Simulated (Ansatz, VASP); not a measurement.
SiSe2 in VASP and in Ansatz

```
Si Se
1.0
    -2.99900    4.83450    2.92550
     2.99900   -4.83450    2.92550
     2.99900    4.83450   -2.92550
Si Se
2 4
Cartesian
  0.0000 0.0000 4.3883
  0.0000 0.0000 1.4627
  1.2694 1.1933 0.0000
  1.7296 3.6412 2.9255
  1.7296 6.0278 0.0000
  1.2694 -1.1933 2.9255
```

Alike in both runs: task relaxation of cell and atoms; functional PBE; dispersion D3(BJ); k mesh 8 × 8 × 8; occupations gaussian, width 0.02 eV; no spin polarisation.

|  | VASP | Ansatz |
| --- | --- | --- |
| version | VASP 6.6.1 | Ansatz 0.2.0 |
| potentials or method | VASP PAW PBE potentials, release 64 (Si, Se), cutoff 500 eV | scalar-relativistic, plane waves, PAW |
| valence electrons in the cell | 32 | 72 |

|  | VASP | Ansatz | Ansatz less VASP |
| --- | --- | --- | --- |
| gap on the k mesh at the Fermi level, each at its own relaxed structure (eV) | 1.51 | 1.50 | -0.002 |
| relaxed volume (Å³/atom) | 27.09 | 27.05 | -0.038 |
| relaxed cell length with the largest relative difference (Å) | 6.284 | 6.296 | +0.0121 |

VASP's potentials hold 32 valence electrons a cell and Ansatz's 72, so a difference there can come from the potentials and not from the codes.
